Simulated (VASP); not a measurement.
A run of VASP 6.6.1 is set up as follows.

The input INCAR:

```
ALGO     = Normal         # electronic algorithm
EDIFF    = 1E-7           # SCF threshold, eV
ENCUT    = 520            # plane-wave cutoff, eV
GGA      = PE             # functional
ISIF     = 2              # what is computed and relaxed
ISMEAR   = -1             # smearing method
LASPH    = T              # aspherical terms in the spheres
LCHARG   = F              # write CHGCAR
LREAL    = F              # projectors in reciprocal space
LWAVE    = F              # write WAVECAR
NBANDS   = 7              # bands
NELM     = 100            # most SCF steps
PREC     = Accurate       # precision mode
SIGMA    = 0.1            # smearing width, eV
```

The input KPOINTS:

```
k-points
0
Gamma
  13 13 13
```

POSCAR

```
Be
1.0
   -1.2318569131      1.2318569131      1.2318569131
    1.2318569131     -1.2318569131      1.2318569131
    1.2318569131      1.2318569131     -1.2318569131
Be
1
Direct
    0.0000000000      0.0000000000      0.0000000000
```

Potentials or basis: VASP PAW PBE potentials, release 64 (Be).

Command:

```console
$ cat potpaw_PBE.64/Be/POTCAR > POTCAR
$ mpirun -np 1 vasp_std > vasp.out
```

(1) Estimate the pressure.

(2) What does it give for the band gap on the k mesh?

Results:

(1) 6.1 GPa.

(2) zero (band 1 reaches 11.29 eV, above the bottom of band 2 at 7.16 eV).
